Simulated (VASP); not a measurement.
# Ag (P6_3/mmc) in VASP: further runs, part 2 of 2

VASP 6.6.1. The steps go on from the part before.

**3. Relaxation of cell and atoms, PBE**

This run uses another cell than the first one: it holds 2 atoms, not 4.

Input file INCAR:

```
SYSTEM = Ag
  PREC = Accurate
  ENCUT = 600
  EDIFF = 1E-7
  ISMEAR = 0
  SIGMA = 0.1
  LREAL = .False.
  LASPH = .True.
  NELM = 80
  ALGO = Fast
  ISIF = 3
  LWAVE = .False.
  LCHARG = .False.
  GGA = PE
  IBRION = 2
  NSW = 100
  EDIFFG = -0.005
```

Input file KPOINTS:

```
regular mesh
0
Gamma
  18 18 10
  0 0 0
```

Input file POSCAR:

```
Ag
1.0
    2.8888850000      0.0000000000      0.0000000000
   -1.4444420000      2.5018480000      0.0000000000
    0.0000000000      0.0000000000      4.7175290000
Ag
2
Direct
    0.0000000000      0.0000000000      0.0000000000
    0.3333333300      0.6666666700      0.5000000000
```

Potentials or basis: VASP PAW PBE potentials, release 64 (Ag).

The run is started by

```
> cat potpaw_PBE.64/Ag/POTCAR > POTCAR
> mpirun -np 1 vasp_std > vasp.out
```

OUTCAR:

```text
SYSTEM = Ag
   PREC = Accurate
   ENCUT = 600
   EDIFF = 1E-7
   ISMEAR = 0
   LREAL = .False.
   LASPH = .True.
   NELM = 80
   ISIF = 3
   GGA = PE
   IBRION = 2
   NSW = 100
   EDIFFG = -0.005

 ion  position               nearest neighbor table
   1  0.000  0.000  0.000-   2 2.89   2 2.89   2 2.89   2 2.89   2 2.89   2 2.89
   2  0.333  0.667  0.500-   1 2.89   1 2.89   1 2.89   1 2.89   1 2.89   1 2.89

  LATTYP: Found a hexagonal cell.
 ALAT       =     2.8888850000
 C/A-ratio  =     1.6329930060

  Lattice vectors:

 A1 = (   2.8888850000,   0.0000000000,   0.0000000000)
 A2 = (  -1.4444420000,   2.5018480000,   0.0000000000)
 A3 = (   0.0000000000,   0.0000000000,   4.7175290000)

[... 442 lines left out ...]

 val. band max:        7.7648852890   @ k =   0.0556  -0.0000   0.0000
 cond. band min:       7.7956626087   @ k =   0.4444   0.0556   0.2000
 fundamental gap:      0.0307773197
 Fermi energy:         7.7916421143

 k-point     1 :       0.0000    0.0000    0.0000
  band No.  band energies     occupation
      1       0.3697      2.00000
      2       1.6868      2.00000
      3       3.1516      2.00000
      4       3.2456      2.00000
      5       3.2456      2.00000
      6       3.4635      2.00000
      7       3.4635      2.00000
      8       3.7900      2.00000
      9       3.7900      2.00000
     10       4.7219      2.00000
     11       4.7219      2.00000
     12       7.5216      1.99987
     13      11.1347      0.00000
     14      23.3323      0.00000
[... 401 lines left out ...]
      2       2.1373      2.00000
      3       2.2296      2.00000
      4       3.1351      2.00000
      5       3.4630      2.00000
      6       3.6404      2.00000
      7       3.7499      2.00000
      8       4.7125      2.00000
      9       4.8339      2.00000
     10       4.8582      2.00000
     11       7.4407      2.00000
     12      10.5240      0.00000
     13      14.2485      0.00000
     14      14.6188      0.00000
     15      16.6039      0.00000

 [... further k-points ...]
[... 5 lines left out ...]
  --------------------------------------------------------------------------------------
  -------------------------------------------------------------------------------------
  Total        0.0008778      0.0008778      0.0085675      0.0000000      0.0000000      0.0000000
  in kB        0.0393765      0.0393765      0.3843441      0.0000000      0.0000000      0.0000000
  external PRESSURE =       0.1543657 kB  Pullay stress =       0.0000000 kB
[... 17 lines left out ...]
  FREE ENERGIE OF THE ION-ELECTRON SYSTEM (eV)
  ---------------------------------------------------
  free  energy   TOTEN  =        -5.4258740288 eV

  energy  without entropy=       -5.4218214294  energy(sigma->0) =       -5.42384773

 reached required accuracy - stopping structural energy minimisation
```

CONTCAR:

```text
Ag
   1.00000000000000
     2.9325822186786308    0.0000000087158371   -0.0000000000000000
    -1.4662905942281881    2.5396909062191155    0.0000000000000000
     0.0000000000000000    0.0000000000000000    4.7952854434875141
  Ag
     2
Direct
     0.0000000000000000    0.0000000000000000    1.0000000000000000
     0.3333333300000021    0.6666666699999979    0.5000000000000000

  0.00000000E+00  0.00000000E+00  0.00000000E+00
  0.00000000E+00  0.00000000E+00  0.00000000E+00
```

It took 10 min on 1 thread of Intel Xeon 8259CL, shared host; peak memory 0.27 GiB.

What came out:

```
Free energy                           : -5.4259 eV
Relaxed volume                        : 17.86 Å³/atom
Relaxed cell                          : a = 2.933 Å, b = 2.933 Å, c = 4.795 Å, α = 90.00°, β = 90.00°, γ = 120.00°
Space group after relaxing (to 0.1 Å) : P6_3/mmc (No. 194)
Energy gained by relaxing             : 11.6 meV/atom
Ionic steps                           : 8
Pressure after relaxing               : 0.0 GPa
Band gap on the k mesh                : zero (bands 11 and 12 overlap by 7.35 eV)
```

The path:
```csv
step,energy change (eV),largest force (eV/Å),pressure (GPa),volume (Å³)
1,0.0000,0.0000,5.13,34.10
2,-0.0135,0.0000,-2.60,36.86
3,-0.0231,0.0000,0.08,35.68
4,-0.0231,0.0000,0.01,35.72
5,-0.0231,0.0000,-0.07,35.75
6,-0.0231,0.0000,0.01,35.71
7,-0.0231,0.0000,0.02,35.71
8,-0.0231,0.0000,0.02,35.71
```

Final structure:
```
Ag
1.0
     2.93258    0.00000    0.00000
    -1.46629    2.53969    0.00000
     0.00000    0.00000    4.79529
Ag
2
Direct
  0.00000 0.00000 0.00000
  0.33333 0.66667 0.50000
```

**4. Single point, PBE**

This run uses another cell than the first one: it holds 6 atoms, not 4.

Input file INCAR:

```
ALGO = Fast ; EDIFF = 1E-7
ENCUT = 520 ; GGA = PE
ISIF = 2 ; ISMEAR = 0
LASPH = T ; LCHARG = F
LREAL = F ; LWAVE = F
NBANDS = 42 ; NELM = 80
PREC = Accurate ; SIGMA = 0.1
```

Input file KPOINTS:

```
k-points
0
Gamma
  18 18 4
```

Input file POSCAR:

```
Ag
1.0
    2.9340569391      0.0000000000      0.0000000000
   -1.4670284696      2.5409678455      0.0000000000
    0.0000000000      0.0000000000     14.3694907178
Ag
6
Direct
    0.0000000000      0.0000000000      0.0000000000
    0.3333333333      0.6666666667      0.1667762545
    0.6666666667      0.3333333333      0.3332237455
    0.0000000000      0.0000000000      0.5000000000
    0.6666666667      0.3333333333      0.6667762545
    0.3333333333      0.6666666667      0.8332237455
```

The run is started by

```
> cat potpaw_PBE.64/Ag/POTCAR > POTCAR
> mpirun -np 1 vasp_std > vasp.out
```

Run time: 12 min. Hardware: 1 thread of Intel Xeon 8259CL, shared host; peak memory 0.49 GiB.

The run converged. Its results:

- Free energy: -16.3044 eV
- Pressure: -0.1 GPa
- Band gap on the k mesh: zero (bands 33 and 34 overlap by 6.27 eV)

Levels at points of the mesh, in eV from the Fermi level:
```csv
k point,band 31,band 32,band 33,band 34,band 35,band 36,band 37,band 38
"(0.00, 0.00, 0.00)",-3.21,-3.16,-3.15,-2.98,-2.98,-0.26,3.37,7.69
"(0.50, 0.00, 0.00)",-0.12,0.43,0.61,1.26,1.27,1.56,3.96,4.00
"(0.00, 0.00, 0.50)",-3.05,-3.05,-3.05,-3.05,-1.44,-1.44,4.91,4.91
"(0.50, 0.00, 0.50)",0.08,0.08,0.94,0.94,1.48,1.48,3.89,3.89
```

**5. Overview**

```csv
task,cell,k mesh,cutoff (eV),gap on the mesh (eV),pressure (GPa)
single point,"a = 2.937, b = 2.937, c = 9.566 Å, angles 90.0, 90.0, 120.0°, 4 atoms, atomic positions A",18 × 18 × 5,520,none,-0.1
relaxation of cell and atoms,"relaxed from a = 2.889, b = 2.889, c = 4.718 Å, angles 90.0, 90.0, 120.0°, 2 atoms, atomic positions B",18 × 18 × 10,600,none,0.0
single point,"a = 2.934, b = 2.934, c = 14.369 Å, angles 90.0, 90.0, 120.0°, 6 atoms, atomic positions C",18 × 18 × 4,520,none,-0.1
```

Alike in all rows: level PBE; potentials or basis VASP PAW PBE potentials, release 64 (Ag); no spin polarisation; smearing gaussian 0.1 eV.

Total energies depend on the potentials used, so only differences within one code and one set of settings carry meaning.

The gap in the log of VASP goes by the Fermi energy; the results here count the filled bands.